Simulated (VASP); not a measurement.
Write the native input for VASP 6.6.1 that does the following.

```
Task                   : single point
Functional             : PBE
Potentials or basis    : VASP PAW PBE potentials, release 64 (Ga_d, As)
Cutoff                 : 500 eV
k mesh                 : 6 × 6 × 6
Occupations            : gaussian, width 0.1 eV
Spin                   : no spin polarisation
Dipole correction      : no
Further INCAR settings : ALGO = Normal; EDIFF = 1e-06; NBANDS = 16
```

The structure of GaAs lies in POSCAR:

```
GaAs
1.0
    0.0000000000      2.8815735056      2.8815735056
    2.8815735056      0.0000000000      2.8815735056
    2.8815735056      2.8815735056      0.0000000000
Ga As
1 1
Direct
    0.0000000000      0.0000000000      0.0000000000
    0.7500000000      0.7500000000      0.7500000000
```

This cell differs from its parent crystal: P replaced by As, lengths x 1.031, strained.

One way to write it, as run:

INCAR

```
ALGO = Normal
EDIFF = 1E-6
ENCUT = 500
GGA = PE
GGA_COMPAT = F
ISIF = 2
ISMEAR = 0
LASPH = T
LCHARG = F
LREAL = F
LWAVE = F
NBANDS = 16
NELM = 120
PREC = Accurate
SIGMA = 0.1
```

KPOINTS

```
k-points
0
Gamma
  6 6 6
```

Potentials or basis: VASP PAW PBE potentials, release 64 (Ga_d, As).

The run is started by

```console
$ cat potpaw_PBE.64/Ga_d/POTCAR potpaw_PBE.64/As/POTCAR > POTCAR
$ mpirun -np 1 vasp_std > vasp.out
```

It gave:

```yaml
Pressure: -0.4 GPa
Band_gap_on_the_k_mesh: 0.09 eV
```

Caveat: the cell differs from its parent crystal (P replaced by As, lengths x 1.031, strained).

Wall time 24 s on 1 thread of AMD EPYC 7R13 (shared host), peak memory 0.14 GiB.
